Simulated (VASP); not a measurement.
# C in VASP: further runs

C is run at these levels: PBEsol; tasks: single point.

Program: VASP 6.6.1. These are calculated values, not measurements. Logs are shortened: lines on timing, memory, paths and dates and some standing lists are left out, and cuts for length are marked.

### 1 The cell of the first run

The cell holds layers a few Å apart, 20 atoms: a = 2.505 Å, b = 2.505 Å, c = 24.101 Å, α = 90.00°, β = 90.00°, γ = 120.00°.

### 2 Single point, PBEsol

Input file INCAR:

```
PREC = Accurate
ENCUT = 520
EDIFF = 1E-6
ISMEAR = 0
SIGMA = 0.05
LREAL = Auto
LASPH = T
NELM = 80
ALGO = Normal
ISIF = 2
LWAVE = F
LCHARG = F
LDIPOL = T
IDIPOL = 3
DIPOL = 0.5 0.5 0.500
GGA = PS
NBANDS = 56
```

Input file KPOINTS:

```
Automatic mesh
0
Gamma
  12 12 1
```

Input file POSCAR:

```
C
1.0
    2.5053676368      0.0000000000      0.0000000000
   -1.2526838184      2.1697120193      0.0000000000
    0.0000000000      0.0000000000     24.1007856675
C
20
Direct
    0.3333333333      0.6666666667      0.1037310582
    0.0000000000      0.0000000000      0.1251961379
    0.0000000000      0.0000000000      0.1889471305
    0.6666666667      0.3333333333      0.2104122102
    0.6666666667      0.3333333333      0.2751952411
    0.0000000000      0.0000000000      0.2966603208
    0.0000000000      0.0000000000      0.3604113134
    0.3333333333      0.6666666667      0.3818763931
    0.3333333333      0.6666666667      0.4466594240
    0.0000000000      0.0000000000      0.4681245037
    0.0000000000      0.0000000000      0.5318754963
    0.6666666667      0.3333333333      0.5533405760
    0.6666666667      0.3333333333      0.6181236069
    0.0000000000      0.0000000000      0.6395886866
    0.0000000000      0.0000000000      0.7033396792
    0.3333333333      0.6666666667      0.7248047589
    0.3333333333      0.6666666667      0.7895877898
    0.0000000000      0.0000000000      0.8110528695
    0.0000000000      0.0000000000      0.8748038621
    0.6666666667      0.3333333333      0.8962689418
```

Potentials or basis: VASP PAW PBE potentials, release 64 (C).

On the command line:

```
$ cat potpaw_PBE.64/C/POTCAR > POTCAR
$ mpirun -np 1 vasp_std > vasp.out
```

OUTCAR:

```text
PREC = Accurate
   ENCUT = 520
   EDIFF = 1E-6
   ISMEAR = 0
   LREAL = Auto
   LASPH = T
   NELM = 80
   ISIF = 2
   GGA = PS

 ion  position               nearest neighbor table
   1  0.333  0.667  0.104-   2 1.54   2 1.54   2 1.54
   2  0.000  0.000  0.125-   1 1.54   1 1.54   1 1.54   3 1.54
   3  0.000  0.000  0.189-   4 1.54   4 1.54   4 1.54   2 1.54
   4  0.667  0.333  0.210-   3 1.54   3 1.54   3 1.54   5 1.56
   5  0.667  0.333  0.275-   6 1.54   6 1.54   6 1.54   4 1.56
   6  0.000  0.000  0.297-   5 1.54   5 1.54   5 1.54   7 1.54
   7  0.000  0.000  0.360-   8 1.54   8 1.54   8 1.54   6 1.54
[... 10 lines left out ...]
  18  0.000  0.000  0.811-  17 1.54  17 1.54  17 1.54  19 1.54
  19  0.000  0.000  0.875-  20 1.54  20 1.54  20 1.54  18 1.54
  20  0.667  0.333  0.896-  19 1.54  19 1.54  19 1.54

  LATTYP: Found a hexagonal cell.
 ALAT       =     2.5053676368
 C/A-ratio  =     9.6196603299

  Lattice vectors:

 A1 = (   2.5053676368,   0.0000000000,   0.0000000000)
 A2 = (  -1.2526838184,   2.1697120193,   0.0000000000)
 A3 = (   0.0000000000,   0.0000000000,  24.1007856675)

Analysis of symmetry for initial positions (statically):
=====================================================================
 Subroutine PRICEL returns:
 Original cell was already a primitive cell.

 Routine SETGRP: Setting up the symmetry group for a
 hexagonal supercell.

 Subroutine GETGRP returns: Found 12 space group operations
 (whereof 12 operations were pure point group operations)
 out of a pool of 24 trial point group operations.

The static configuration has the point symmetry D_3d.

Analysis of symmetry for dynamics (positions and initial velocities):
=====================================================================
 Subroutine PRICEL returns:
 Original cell was already a primitive cell.

 Routine SETGRP: Setting up the symmetry group for a
 hexagonal supercell.

 Subroutine GETGRP returns: Found 12 space group operations
 (whereof 12 operations were pure point group operations)
 out of a pool of 24 trial point group operations.

The dynamic configuration has the point symmetry D_3d.

 Subroutine INISYM returns: Found 12 space group operations
 (whereof 12 operations are pure point group operations),
 and found     1 'primitive' translations

----------------------------------------------------------------------------------------

                                     Primitive cell

  volume of cell :     131.0101

  direct lattice vectors                    reciprocal lattice vectors
     2.505367637  0.000000000  0.000000000     0.399143018  0.230445329  0.000000000
    -1.252683818  2.169712019  0.000000000     0.000000000  0.460890658  0.000000000
     0.000000000  0.000000000 24.100785667     0.000000000  0.000000000  0.041492423

  length of vectors
     2.505367637  2.505367637 24.100785667     0.460890658  0.460890658  0.041492423

  position of ions in fractional coordinates (direct lattice)
     0.333333333  0.666666667  0.103731058
     0.000000000  0.000000000  0.125196138
     0.000000000  0.000000000  0.188947130
     0.666666667  0.333333333  0.210412210
     0.666666667  0.333333333  0.275195241
     0.000000000  0.000000000  0.296660321
[... 12 lines left out ...]
     0.000000000  0.000000000  0.874803862
     0.666666667  0.333333333  0.896268942

  ion indices of the primitive-cell ions
   primitive index   ion index
                 1           1
                 2           2
                 3           3
                 4           4
                 5           5
                 6           6
[... 12 lines left out ...]
                19          19
                20          20

----------------------------------------------------------------------------------------

 KPOINTS: Automatic mesh

Automatic generation of k-mesh.
 Grid dimensions read from file:
 generate k-points for:   12   12    1

 Generating k-lattice:

  Cartesian coordinates                     Fractional coordinates (reciprocal lattice)
[... 46 lines left out ...]
  volume of cell :      131.01
 maximum number of plane-waves:      3557
 NGX is ok and might be reduce to    20
   NGX =  9   NGY =  9   NGZ = 89

 dipolmoment           0.000000      0.000000      0.000000 electrons x Angstroem

 number of electron      79.9999998 magnetization

 dipolmoment           0.000000      0.000000     -0.000000 electrons x Angstroem

 Free energy of the ion-electron system (eV)
  ---------------------------------------------------
  ext. energy  EPLUGINS =         0.00000000
  ---------------------------------------------------
  free energy    TOTEN  =      -187.11097657 eV

  energy without entropy =     -187.08854999  energy(sigma->0) =     -187.09976328

 E-fermi :   8.3151     XC(G=0): -12.1212

 val. band max:        8.3127946666   @ k =   0.3333   0.0833   0.0000
 cond. band min:       8.3208131134   @ k =   0.1667   0.0000   0.0000
 fundamental gap:      0.0080184468
 Fermi energy:         8.3151370919

 k-point     1 :       0.0000    0.0000    0.0000
  band No.  band energies     occupation
      1     -14.4117      2.00000
      2     -14.1262      2.00000
      3     -13.7153      2.00000
      4     -13.1787      2.00000
      5     -12.6089      2.00000
      6     -11.8370      2.00000
[... 44 lines left out ...]
     51      14.1946      0.00000
     52      14.4630      0.00000

 k-point     2 :       0.0833    0.0000    0.0000
  band No.  band energies     occupation
      1     -14.2383      2.00000
      2     -13.9532      2.00000
      3     -13.5429      2.00000
      4     -13.0071      2.00000
      5     -12.4379      2.00000
      6     -11.6678      2.00000
[... 44 lines left out ...]
     51      14.7080      0.00000
     52      14.7446      0.00000
[... 878 lines left out ...]
     51      16.8181      0.00000
     52      17.4767      0.00000

 k-point    19 :       0.3333    0.3333    0.0000
  band No.  band energies     occupation
      1      -7.2745      2.00000
      2      -7.0279      2.00000
      3      -6.7897      2.00000
      4      -6.7897      2.00000
      5      -6.6880      2.00000
      6      -6.6196      2.00000
[... 44 lines left out ...]
     51      16.6682      0.00000
     52      17.4640      0.00000
 [bands above 52 left out]

------------------------ aborting loop because EDIFF is reached ----------------------------------------

 vacuum level on the upper side and lower side of the slab       (xc-potential included)        -1.749        -1.749

  FORCE on cell =-STRESS in cart. coord.  units (eV):
  Direction    XX          YY          ZZ          XY          YZ          ZX
  --------------------------------------------------------------------------------------
  -------------------------------------------------------------------------------------
  Total        0.8599910      0.8599910     -2.0739425      0.0000000     -0.0000000      0.0000000
  in kB       10.5171906     10.5171906    -25.3631118      0.0000000     -0.0000000      0.0000000
  external PRESSURE =      -1.4429102 kB  Pullay stress =       0.0000000 kB

 VOLUME and BASIS-vectors are now :
 -----------------------------------------------------------------------------
  energy-cutoff  :      520.00
  volume of cell :      131.01
      direct lattice vectors                 reciprocal lattice vectors
     2.505367637  0.000000000  0.000000000     0.399143018  0.230445329  0.000000000
    -1.252683818  2.169712019  0.000000000     0.000000000  0.460890658  0.000000000
     0.000000000  0.000000000 24.100785667     0.000000000  0.000000000  0.041492423

 POSITION                                       TOTAL-FORCE (eV/Angst)
 -----------------------------------------------------------------------------------
     -0.00000      1.44647      2.50000         0.000000      0.000000      4.074073
      0.00000      0.00000      3.01733        -0.000000     -0.000000     -4.736662
      0.00000      0.00000      4.55377         0.000000      0.000000      0.814175
      1.25268      0.72324      5.07110        -0.000000      0.000000     -0.358143
      1.25268      0.72324      6.63242        -0.000000     -0.000000      0.148957
      0.00000      0.00000      7.14975         0.000000      0.000000     -0.074352
[... 12 lines left out ...]
      0.00000      0.00000     21.08346        -0.000000     -0.000000      4.736662
      1.25268      0.72324     21.60079         0.000000      0.000000     -4.074073
 -----------------------------------------------------------------------------------
    total drift:                                0.000000     -0.000000     -0.000000

  FREE ENERGIE OF THE ION-ELECTRON SYSTEM (eV)
  ---------------------------------------------------
  free  energy   TOTEN  =      -187.1109765708 eV

  energy  without entropy=     -187.0885499916  energy(sigma->0) =     -187.09976328

 vacuum level on the upper side and lower side of the slab        12.344        12.344
```

Wall time 3.2 min (1 thread of AMD EPYC 7R13 (Zen 3), shared host); peak memory 0.25 GiB.

What came out:

| Quantity | Value |
| --- | --- |
| Free energy | -187.1110 eV |
| Largest force | 4.737 eV/Å |
| Band gap on the k mesh | zero (bands 40 and 41 overlap by 0.15 eV) |

Forces on the atoms (eV/Å):
```
C    0.000  0.000  4.074
C    0.000  0.000 -4.737
C    0.000  0.000  0.814
C    0.000  0.000 -0.358
C    0.000  0.000  0.149
C    0.000  0.000 -0.074
C    0.000  0.000  0.051
C    0.000  0.000 -0.020
C    0.000  0.000  0.015
C    0.000  0.000 -0.014
C    0.000  0.000  0.014
C    0.000  0.000 -0.015
C    0.000  0.000  0.020
C    0.000  0.000 -0.051
C    0.000  0.000  0.074
C    0.000  0.000 -0.149
C    0.000  0.000  0.358
C    0.000  0.000 -0.814
C    0.000  0.000  4.737
C    0.000  0.000 -4.074
```

Caveat: the PAW data sets were made with another functional, which shifts forces and pressure a little.

### 3 Single point, PBEsol (atoms taken out)

Input file INCAR:

```
PREC     = Accurate       # precision mode
ENCUT    = 520            # plane-wave cutoff, eV
EDIFF    = 1E-7           # SCF threshold, eV
ISMEAR   = 0              # smearing method
SIGMA    = 0.05           # smearing width, eV
LREAL    = F              # projectors in reciprocal space
LASPH    = T              # aspherical terms in the spheres
NELM     = 100            # most SCF steps
ALGO     = Normal         # electronic algorithm
ISIF     = 2              # what is computed and relaxed
LWAVE    = F              # write WAVECAR
LCHARG   = F              # write CHGCAR
LDIPOL   = T            
IDIPOL   = 3            
DIPOL    = 0.5 0.5 0.500
GGA      = PS             # functional
NBANDS   = 36             # bands
```

Input file KPOINTS:

```
regular mesh
0
Gamma
  12 12 1
```

Input file POSCAR:

```
C
1.0
    2.5053676368      0.0000000000      0.0000000000
   -1.2526838184      2.1697120193      0.0000000000
    0.0000000000      0.0000000000     25.8359426240
C
12
Direct
    0.3333333333      0.6666666667      0.2902932596
    0.0000000000      0.0000000000      0.3103167321
    0.0000000000      0.0000000000      0.3697861709
    0.6666666667      0.3333333333      0.3898096434
    0.6666666667      0.3333333333      0.4502418081
    0.0000000000      0.0000000000      0.4702652806
    0.0000000000      0.0000000000      0.5297347194
    0.3333333333      0.6666666667      0.5497581919
    0.3333333333      0.6666666667      0.6101903566
    0.0000000000      0.0000000000      0.6302138291
    0.0000000000      0.0000000000      0.6896832679
    0.6666666667      0.3333333333      0.7097067404
```

Potentials or basis: VASP PAW PBE potentials, release 64 (C).

On the command line:

```
$ cat potpaw_PBE.64/C/POTCAR > POTCAR
$ mpirun -np 1 vasp_std > vasp.out
```

It took 2 min on 1 thread of AMD EPYC 7R13 (Zen 3), shared host; peak memory 0.24 GiB.

It converged, with:

- Free energy: -110.1654 eV
- Largest force: 4.773 eV/Å
- Band gap on the k mesh: zero (bands 24 and 25 overlap by 0.19 eV)

Forces on the atoms (eV/Å):
```
C    0.000  0.000  4.135
C    0.000  0.000 -4.773
C    0.000  0.000  0.836
C    0.000  0.000 -0.361
C    0.000  0.000  0.183
C    0.000  0.000 -0.119
C    0.000  0.000  0.119
C    0.000  0.000 -0.183
C    0.000  0.000  0.361
C    0.000  0.000 -0.836
C    0.000  0.000  4.773
C    0.000  0.000 -4.135
```

Levels at points of the mesh, in eV from the Fermi level:
```
           k point  band 21  band 22  band 23  band 24  band 25  band 26  band 27  band 28
(0.00, 0.00, 0.00)    -0.69    -0.54    -0.54    -0.20     0.32     4.81     4.81     5.28
(0.50, 0.00, 0.00)    -4.76    -3.77    -3.58    -0.12    -0.07     3.84     4.48     5.31
```

Caveat: the cell differs from its parent crystal (atoms taken out); the PAW data sets were made with another functional, which shifts forces and pressure a little.

### 4 Single point, PBEsol

This run uses another cell than the first one.

Input file INCAR:

```
SYSTEM = C
PREC     = Accurate       ! precision mode
ENCUT    = 520            ! plane-wave cutoff, eV
EDIFF    = 1E-6           ! SCF threshold, eV
ISMEAR   = 0              ! smearing method
SIGMA    = 0.05           ! smearing width, eV
LREAL    = Auto         
LASPH    = .True.         ! aspherical terms in the spheres
NELM     = 80             ! most SCF steps
ALGO     = Normal         ! electronic algorithm
ISIF     = 2              ! what is computed and relaxed
LWAVE    = .False.        ! write WAVECAR
LCHARG   = .False.        ! write CHGCAR
LDIPOL   = .True.       
IDIPOL   = 3            
DIPOL    = 0.5 0.5 0.500
GGA      = PS             ! functional
NBANDS   = 56             ! bands
```

Input file KPOINTS:

```
regular mesh
0
Gamma
  12 12 1
  0 0 0
```

Input file POSCAR:

```
C
1.0
    2.5053676368      0.0000000000      0.0000000000
   -1.2526838184      2.1697120193      0.0000000000
    0.0000000000      0.0000000000     34.1007856675
C
20
Direct
    0.3333333333      0.6666666667      0.2199362816
    0.0000000000      0.0000000000      0.2351067616
    0.0000000000      0.0000000000      0.2801628792
    0.6666666667      0.3333333333      0.2953333591
    0.6666666667      0.3333333333      0.3411188714
    0.0000000000      0.0000000000      0.3562893514
    0.0000000000      0.0000000000      0.4013454690
    0.3333333333      0.6666666667      0.4165159490
    0.3333333333      0.6666666667      0.4623014612
    0.0000000000      0.0000000000      0.4774719412
    0.0000000000      0.0000000000      0.5225280588
    0.6666666667      0.3333333333      0.5376985388
    0.6666666667      0.3333333333      0.5834840510
    0.0000000000      0.0000000000      0.5986545310
    0.0000000000      0.0000000000      0.6437106486
    0.3333333333      0.6666666667      0.6588811286
    0.3333333333      0.6666666667      0.7046666409
    0.0000000000      0.0000000000      0.7198371208
    0.0000000000      0.0000000000      0.7648932384
    0.6666666667      0.3333333333      0.7800637184
```

On the command line:

```
$ cat potpaw_PBE.64/C/POTCAR > POTCAR
$ mpirun -np 1 vasp_std > vasp.out
```

Wall time 5.8 min (1 thread of AMD EPYC 7R13 (Zen 3), shared host); peak memory 0.34 GiB.

The run converged. Its results:

| Quantity | Value |
| --- | --- |
| Free energy | -187.1014 eV |
| Largest force | 4.802 eV/Å |
| Band gap on the k mesh | zero (bands 40 and 41 overlap by 0.24 eV) |

Forces in eV/Å, atoms in the order of the input:
```
C    0.000  0.000  4.199
C    0.000  0.000 -4.802
C    0.000  0.000  0.833
C    0.000  0.000 -0.367
C    0.000  0.000  0.159
C    0.000  0.000 -0.079
C    0.000  0.000  0.042
C    0.000  0.000 -0.021
C    0.000  0.000  0.016
C    0.000  0.000 -0.014
C    0.000  0.000  0.014
C    0.000  0.000 -0.016
C    0.000  0.000  0.021
C    0.000  0.000 -0.042
C    0.000  0.000  0.079
C    0.000  0.000 -0.159
C    0.000  0.000  0.367
C    0.000  0.000 -0.833
C    0.000  0.000  4.802
C    0.000  0.000 -4.199
```

Levels at points of the mesh, in eV from the Fermi level:
```csv
k point,band 39,band 40,band 41,band 42,band 43,band 44
"(0.00, 0.00, 0.00)",-0.63,0.02,0.10,4.37,4.37,4.73
"(0.50, 0.00, 0.00)",-3.68,-0.10,-0.10,3.49,3.74,4.11
```

Caveat: the PAW data sets were made with another functional, which shifts forces and pressure a little.

### 5 Single point, PBEsol

This run uses another cell than the first one.

Input file INCAR:

```
ALGO     = Normal         # electronic algorithm
DIPOL    = 0.5 0.5 0.500
EDIFF    = 1E-7           # SCF threshold, eV
ENCUT    = 520            # plane-wave cutoff, eV
GGA      = PS             # functional
IDIPOL   = 3            
ISIF     = 2              # what is computed and relaxed
ISMEAR   = 0              # smearing method
LASPH    = T              # aspherical terms in the spheres
LCHARG   = T              # write CHGCAR
LDIPOL   = T            
LELF     = T              # ELF
LREAL    = Auto         
LVACPOTAV= T            
LVHAR    = T            
LWAVE    = F              # write WAVECAR
NBANDS   = 56             # bands
NELM     = 60             # most SCF steps
PREC     = Accurate       # precision mode
SIGMA    = 0.05           # smearing width, eV
```

Input file KPOINTS:

```
k-points
0
Gamma
  12 12 1
```

POSCAR is that of step 4.

On the command line:

```
$ cat potpaw_PBE.64/C/POTCAR > POTCAR
$ mpirun -np 1 vasp_std > vasp.out
```

It took 6.1 min on 1 thread of AMD EPYC 7R13 (Zen 3), shared host; peak memory 0.34 GiB.

Results (log left out):

| Property | Result |
| --- | --- |
| Free energy | -187.1014 eV |
| Largest force | 4.802 eV/Å |
| Band gap on the k mesh | zero (bands 40 and 41 overlap by 0.24 eV) |

Forces in eV/Å, atoms in the order of the input:
```
C    0.000  0.000  4.199
C    0.000  0.000 -4.802
C    0.000  0.000  0.833
C    0.000  0.000 -0.367
C    0.000  0.000  0.159
C    0.000  0.000 -0.079
C    0.000  0.000  0.042
C    0.000  0.000 -0.021
C    0.000  0.000  0.016
C    0.000  0.000 -0.014
C    0.000  0.000  0.014
C    0.000  0.000 -0.016
C    0.000  0.000  0.021
C    0.000  0.000 -0.042
C    0.000  0.000  0.079
C    0.000  0.000 -0.159
C    0.000  0.000  0.367
C    0.000  0.000 -0.833
C    0.000  0.000  4.802
C    0.000  0.000 -4.199
```

Levels at points of the mesh, in eV from the Fermi level:
```tsv
k point	band 38	band 39	band 40	band 41	band 42	band 43	band 44	band 45
(0.00, 0.00, 0.00)	-0.63	-0.63	0.02	0.10	4.37	4.37	4.73	4.82
(0.50, 0.00, 0.00)	-3.70	-3.68	-0.10	-0.10	3.49	3.74	4.11	4.53
```

Caveat: the PAW data sets were made with another functional, which shifts forces and pressure a little.

### 6 The runs side by side

```tsv
cell	gap on the mesh (eV)	largest force (eV/Å)
a = 2.505, b = 2.505, c = 24.101 Å, angles 90.0, 90.0, 120.0°, 20 atoms, atomic positions A	none	4.74
a = 2.505, b = 2.505, c = 25.836 Å, angles 90.0, 90.0, 120.0°, 12 atoms, atomic positions B	none	4.77
a = 2.505, b = 2.505, c = 34.101 Å, angles 90.0, 90.0, 120.0°, 20 atoms, atomic positions A	none	4.80
```

Alike in all rows: task single point; level PBEsol; potentials or basis VASP PAW PBE potentials, release 64 (C); no spin polarisation; k mesh 12 × 12 × 1; cutoff (eV) 520; smearing gaussian 0.05 eV.

Caveats: the PAW data sets were made with another functional, which shifts forces and pressure a little.

Total energies depend on the potentials used, so only differences within one code and one set of settings carry meaning.
